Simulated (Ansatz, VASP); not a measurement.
MgCd3Se4: VASP beside Ansatz

```
Mg Cd Se
1.0
     4.08438    0.00000    0.00000
    -2.04219    3.53717    0.00000
     0.00000    0.00000   13.05180
Mg Cd Se
1 3 4
Direct
  0.00000 0.00000 0.00000
  0.00000 0.00000 0.50000
  0.00000 0.00000 0.24598
  0.00000 0.00000 0.75402
  0.33333 0.66667 0.88351
  0.33333 0.66667 0.37207
  0.66667 0.33333 0.11649
  0.66667 0.33333 0.62793
```

Change from the starting cell: species swapped into the Mn3CrTe4 type (P-3m1, No. 164).

Alike in both runs: functional PBE; k mesh 3 × 3 × 1; occupations gaussian, width 0.15 eV; no spin polarisation.

Ansatz relaxed the structure, and its values are those at the end. VASP's run is a single point on that final structure, the one shown.

|  | VASP | Ansatz |
| --- | --- | --- |
| version | VASP 6.6.1 | Ansatz 0.2.0 |
| potentials or method | VASP PAW PBE potentials, release 64 (Mg, Cd, Se), cutoff 600 eV | scalar-relativistic, plane waves, PAW |
| valence electrons in the cell | 62 | 134 |

```tsv
	VASP	Ansatz	Ansatz less VASP
gap on the k mesh at the Fermi level (eV)	0.30	0.31	+0.007
least direct gap on the mesh (eV)	0.30	0.31	+0.007
pressure (GPa)	0.0	-0.2	-0.19
rms of the force components (eV/Å)	0.011	0.004	-0.0072
```

VASP's potentials hold 62 valence electrons a cell and Ansatz's 134, so a difference there can come from the potentials and not from the codes.

The k mesh is coarse, so the values compare programs but aren't converged.
